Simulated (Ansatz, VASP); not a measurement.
# Two plane-wave programs on WSe2

INCAR

```
SYSTEM = WSe2
PREC = Accurate
ENCUT = 520
EDIFF = 1E-6
ISMEAR = 0
SIGMA = 0.02
LREAL = .False.
LASPH = .True.
NELM = 60
ALGO = Normal
ISIF = 2
LWAVE = .False.
LCHARG = .False.
LDIPOL = .True.
IDIPOL = 3
DIPOL = 0.5 0.5 0.500
GGA = PS
IBRION = 2
NSW = 100
EDIFFG = -0.003
```

Contents of KPOINTS:

```
regular mesh
0
Gamma
  12 12 1
  0 0 0
```

Contents of POSCAR:

```
WSe2
1.0
    3.3148200000      0.0000000000      0.0000000000
   -1.6574100000      2.8707183290      0.0000000000
    0.0000000000      0.0000000000     21.3500000000
Se W
2 1
Direct
    0.6666666667      0.3333333333      0.4215456674
    0.6666666667      0.3333333333      0.5784543326
    0.3333333333      0.6666666667      0.5000000000
```

Input for Ansatz:

```yaml
crystal:
  lattice:
    - [3.31482, 0.0, 0.0]
    - [-1.65741, 2.870718329, 0.0]
    - [0.0, 0.0, 21.35]
  atoms:
    - { symbol: Se, position: [0.6666666667, 0.3333333333, 0.4215456674] }
    - { symbol: W, position: [0.3333333333, 0.6666666667, 0.5] }
    - { symbol: Se, position: [0.6666666667, 0.3333333333, 0.5784543326] }
  periodic: [true, true, false]
scf:
  occupations: { method: gaussian, width: 0.02 }
  n_extra_bands: 6
output:
  forces: true
  stress: false
  write_density: true
  write_potential: true
  elf: true
  volumetric_format: npy
kpoints:
  mp_grid: { grid: [12, 12, 1] }
hamiltonian:
  xc: pbesol
relax:
  f_tol: 0.003
  max_steps: 100
```

Alike in both runs: task relaxation of the atoms; functional PBEsol; k mesh 12 × 12 × 1; occupations gaussian, width 0.02 eV; no spin polarisation.

|  | VASP | Ansatz |
| --- | --- | --- |
| version | VASP 6.6.1 | Ansatz 0.2.0 |
| potentials or method | VASP PAW PBE potentials, release 64 (Se, W_sv) | scalar-relativistic, plane waves, PAW |
| plane-wave cutoff (eV) | 520 | 420 |
| valence electrons in the cell | 26 | 46 |

|  | VASP | Ansatz | Ansatz less VASP |
| --- | --- | --- | --- |
| gap on the k mesh at the Fermi level, each at its own relaxed structure (eV) | 1.52 | 1.52 | -0.003 |

VASP's potentials were made for PBE, not for PBEsol. VASP's potentials hold 26 valence electrons a cell and Ansatz's 46, so a difference there can come from the potentials and not from the codes. Ansatz's warnings: slab cell height set, xc potential rough in thin density.

Spin-orbit coupling is off throughout.
